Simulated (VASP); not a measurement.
# CaSe in VASP: further runs, part 2 of 2

VASP 6.6.1.

## Step 4: Single point, PBE (shear xy strain +1.8%)

Input file INCAR:

```
PREC = Accurate
ENCUT = 520
EDIFF = 1E-6
ISMEAR = -1
SIGMA = 0.02
LREAL = F
LASPH = T
NELM = 100
ALGO = Normal
ISIF = 2
LWAVE = F
LCHARG = F
GGA = PE
NBANDS = 15
```

Input file KPOINTS:

```
Automatic mesh
0
Gamma
  8 8 8
```

Input file POSCAR:

```
CaSe
1.0
    3.6347849189      0.0334400213      0.0000000000
    0.0334400213      3.6347849189      0.0000000000
    0.0000000000      0.0000000000      3.6347849189
Ca Se
1 1
Direct
    0.0000000000      0.0000000000      0.0000000000
    0.5000000000      0.5000000000      0.5000000000
```

Potentials or basis: VASP PAW PBE potentials, release 64 (Ca_sv, Se).

On the command line:

```bash
$ cat potpaw_PBE.64/Ca_sv/POTCAR potpaw_PBE.64/Se/POTCAR > POTCAR
$ mpirun -np 1 vasp_std > vasp.out
```

OUTCAR:

```text
PREC = Accurate
   ENCUT = 520
   EDIFF = 1E-6
   ISMEAR = -1
   LREAL = F
   LASPH = T
   NELM = 100
   ISIF = 2
   GGA = PE

 ion  position               nearest neighbor table
   1  0.000  0.000  0.000-
   2  0.500  0.500  0.500-

  LATTYP: Found a base centered orthorhombic cell.
 ALAT       =     5.0930707970
 B/A-ratio  =     1.0185708519
 C/A-ratio  =     0.7136725688

  Lattice vectors:

 A1 = (  -0.0334400213,  -3.6347849189,   0.0000000000)
 A2 = (   3.6347849189,   0.0334400213,   0.0000000000)
 A3 = (   0.0000000000,   0.0000000000,   3.6347849189)

Analysis of symmetry for initial positions (statically):
=====================================================================
 Subroutine PRICEL returns:
 Original cell was already a primitive cell.

 Routine SETGRP: Setting up the symmetry group for a
 base centered orthorhombic supercell.

 Subroutine GETGRP returns: Found  8 space group operations
 (whereof  8 operations were pure point group operations)
 out of a pool of  8 trial point group operations.

[... 173 lines left out ...]
      4     -18.0031      2.00000
      5      -8.7897      2.00000
      6       3.3531      2.00000
      7       3.3819      2.00000
      8       3.4125      2.00000
      9       5.3335      0.00000
     10       5.3356      0.00000
     11       6.3336      0.00000
     12       8.5988      0.00000
     13       8.6313      0.00000
     14       8.6634      0.00000
[... 401 lines left out ...]
      2     -18.0940      2.00000
      3     -18.0215      2.00000
      4     -17.9940      2.00000
      5      -8.3764      2.00000
      6       0.9147      2.00000
      7       2.5590      2.00000
      8       3.3430      2.00000
      9       6.0069      0.00000
     10       7.0848      0.00000
     11       7.9653      0.00000
     12       8.3476      0.00000
     13       9.2222      0.00000
     14       9.7890      0.00000
     15      12.3726      0.00000

 [... further k-points ...]

------------------------ aborting loop because EDIFF is reached ----------------------------------------

  FORCE on cell =-STRESS in cart. coord.  units (eV):
  Direction    XX          YY          ZZ          XY          YZ          ZX
  --------------------------------------------------------------------------------------
  -------------------------------------------------------------------------------------
  Total        0.2479013      0.2479013      0.2496717      0.0066420      0.0000000      0.0000000
  in kB        8.2716082      8.2716082      8.3306814      0.2216212      0.0000000      0.0000000
  external PRESSURE =       8.2912993 kB  Pullay stress =       0.0000000 kB

 VOLUME and BASIS-vectors are now :
 -----------------------------------------------------------------------------
  energy-cutoff  :      520.00
  volume of cell :       48.02
      direct lattice vectors                 reciprocal lattice vectors
     3.634784919  0.033440021  0.000000000     0.275142730 -0.002531313  0.000000000
     0.033440021  3.634784919  0.000000000    -0.002531313  0.275142730  0.000000000
     0.000000000  0.000000000  3.634784919     0.000000000  0.000000000  0.275119442

 POSITION                                       TOTAL-FORCE (eV/Angst)
 -----------------------------------------------------------------------------------
      0.00000      0.00000      0.00000         0.000000      0.000000      0.000000
      1.83411      1.83411      1.81739        -0.000000      0.000000      0.000000
 -----------------------------------------------------------------------------------
    total drift:                               -0.000000      0.000000      0.000000

  FREE ENERGIE OF THE ION-ELECTRON SYSTEM (eV)
  ---------------------------------------------------
  free  energy   TOTEN  =        -8.8009371870 eV

  energy  without entropy=       -8.8009371870  energy(sigma->0) =       -8.80093719
```

stdout:

```text
POSCAR found type information on POSCAR CaSe
 POSCAR found :  2 types and       2 ions
 scaLAPACK will be used
 LDA part: xc-table for (Slater+PW92), standard interpolation
 POSCAR, INCAR and KPOINTS ok, starting setup
 FFT: planning ... GRIDC
 FFT: planning ... GRID_SOFT
 FFT: planning ... GRID
 WAVECAR not read
 entering main loop
```

Run time: 72 s. Hardware: 1 thread of Intel Xeon 8259CL, shared host; peak memory 0.22 GiB.

Results:

| Item | Value |
| --- | --- |
| Free energy | -8.8009 eV |
| Pressure | 0.8 GPa |
| Band gap on the k mesh | 0.76 eV |

Levels at points of the mesh, in eV from the valence-band top:
```
           k point  band 4  band 5  band 6  band 7  band 8  band 9  band 10  band 11  band 12  band 13
(0.00, 0.00, 0.00)  -22.25  -13.04   -0.89   -0.87   -0.83    1.09     1.09     2.09     4.35     4.38
(0.50, 0.00, 0.00)  -22.23  -12.30   -4.91   -1.05   -1.05    2.02     4.63     4.63     4.80     5.30
(0.50, 0.50, 0.00)  -22.22  -11.99   -3.60   -3.51    0.00    0.77     2.94     3.17     3.18     5.36
(0.00, 0.00, 0.50)  -22.23  -12.30   -4.91   -1.13   -0.97    2.02     4.61     4.64     4.83     5.19
(0.50, 0.00, 0.50)  -22.22  -11.99   -3.56   -3.56    0.00    0.76     2.92     3.18     3.19     5.36
(0.50, 0.50, 0.50)  -22.36  -11.42   -3.71   -3.70   -3.68    3.76     3.86     3.96     5.43     5.43
```

Caveat: the cell differs from its parent crystal (shear xy strain +1.8%). A k mesh can miss the band edges.

## Step 5: Overview

```csv
cell,gap on the mesh (eV),pressure (GPa)
"a = 3.778, b = 3.635, c = 3.635 Å, 2 atoms",0.62,-1.1
"a = 3.850, b = 3.850, c = 3.635 Å, 2 atoms",0.34,-4.0
"a = 3.635 Å, angles 90.0, 90.0, 88.9°, 2 atoms",0.76,0.8
```

Alike in all rows: task single point; level PBE; potentials or basis VASP PAW PBE potentials, release 64 (Ca_sv, Se); no spin polarisation; k mesh 8 × 8 × 8; cutoff (eV) 520; smearing fermi-dirac 0.02 eV.

Caveats: the cell stands under tension (at least some runs).

Total energies depend on the potentials used, so only differences within one code and one set of settings carry meaning.
